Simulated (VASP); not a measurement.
BaTe: electric field gradients with PBE

The system is BaTe.

```
Ba Te
1.0
     5.97941    0.00000    0.00000
    -2.98970    5.17832    0.00000
     0.00000    0.00000    7.00004
Ba Te
2 2
Direct
  0.33333 0.66667 0.93809
  0.66667 0.33333 0.43809
  0.33333 0.66667 0.43791
  0.66667 0.33333 0.93791
```

```yaml
Program: VASP 6.6.1
Task: electric field gradients
Functional: PBE
Potentials_or_basis: VASP PAW PBE potentials, release 64 (Ba_sv, Te)
Cutoff: 520 eV
k_mesh: 8 × 8 × 5
Occupations: fermi-dirac, width 0.08 eV
Spin: no spin polarisation
Dipole_correction: no
Further_INCAR_settings: ALGO = Normal; EDIFF = 1e-08; NBANDS = 24
```

- Pressure: 0.2 GPa
- Band gap on the k mesh: 1.93 eV (least direct gap 2.23 eV)
- Largest electric field gradient by atom: Ba -42.2; Te -6.5 V/Å²

Forces on the atoms (eV/Å):
```
Ba   0.000  0.000 -0.003
Ba   0.000  0.000 -0.003
Te   0.000  0.000  0.003
Te   0.000  0.000  0.003
```

Stress tensor (GPa, compression positive):
```
0.16 0.00 0.00
0.00 0.16 0.00
0.00 0.00 0.28
```

Levels at points of the mesh, in eV from the valence-band top:
```
           k point  band 12  band 13  band 14  band 15  band 16  band 17  band 18  band 19  band 20  band 21
(0.00, 0.00, 0.00)    -1.06    -0.94    -0.93    -0.93     0.00     2.31     2.73     2.73     3.60     4.34
(0.50, 0.00, 0.00)    -1.01    -0.84    -0.75    -0.53    -0.39     2.31     2.74     2.90     3.80     3.88
```

Electric field gradients, principal values (V/Å²):
```csv
atom,least,middle,greatest (by size)
1 Ba,21.113,21.114,-42.227
2 Ba,21.113,21.114,-42.227
3 Te,3.267,3.267,-6.534
4 Te,3.267,3.267,-6.534
```

It took 6.8 min on 1 thread of Intel Xeon 8259CL, with other jobs on the host, peak memory 0.43 GiB.

Caveat: without QUAD_EFG the Cq values of the log hold for a quadrupole moment of 1 mb, not for the nuclei; spin-orbit coupling is left out, which moves the levels of the heavy elements. A k mesh can miss the band edges.
